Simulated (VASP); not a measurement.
Set up this calculation in VASP 6.6.1, as the native input.

* Task: single point
* Functional: PBE
* Potentials or basis: VASP PAW PBE potentials, release 64 (Sr_sv)
* Cutoff: 520 eV
* k mesh: 6 × 6 × 3
* Occupations: methfessel-paxton, width 0.15 eV
* Spin: no spin polarisation
* Dipole correction: no
* Further INCAR settings: ALGO = Normal; EDIFF = 1e-06; NBANDS = 17

The structure of Sr lies in POSCAR:

```
Sr
1.0
    4.3325293271      0.0027268623     -0.0005905024
   -2.1639031315      3.5907603274      0.0006340022
   -0.0009659030      0.0006398258      7.1426812119
Sr
2
Direct
    0.2741530976      0.5908929648      0.2731814649
    0.6307606324      0.3024851052      0.7731961551
```

The input as run:

INCAR

```
SYSTEM = Sr
PREC = Accurate
ENCUT = 520
EDIFF = 1E-6
ISMEAR = 1
SIGMA = 0.15
LREAL = .FALSE.
LASPH = .TRUE.
NELM = 60
ALGO = Normal
ISIF = 2
LWAVE = .FALSE.
LCHARG = .FALSE.
GGA = PE
NBANDS = 17
```

KPOINTS

```
Automatic mesh
0
G
  6 6 3
  0 0 0
```

Potentials or basis: VASP PAW PBE potentials, release 64 (Sr_sv).

Launch:

```console
$ cat potpaw_PBE.64/Sr_sv/POTCAR > POTCAR
$ mpirun -np 1 vasp_std > vasp.out
```

It gave:

```
Pressure               : 0.0 GPa
Band gap on the k mesh : zero (band 10 reaches 1.64 eV, above the bottom of band 11 at 1.46 eV)
```

It took 34 s on 1 thread of Intel(R) Xeon(R) Platinum 8559C (Emerald Rapids) (shared host), peak memory 0.26 GiB.
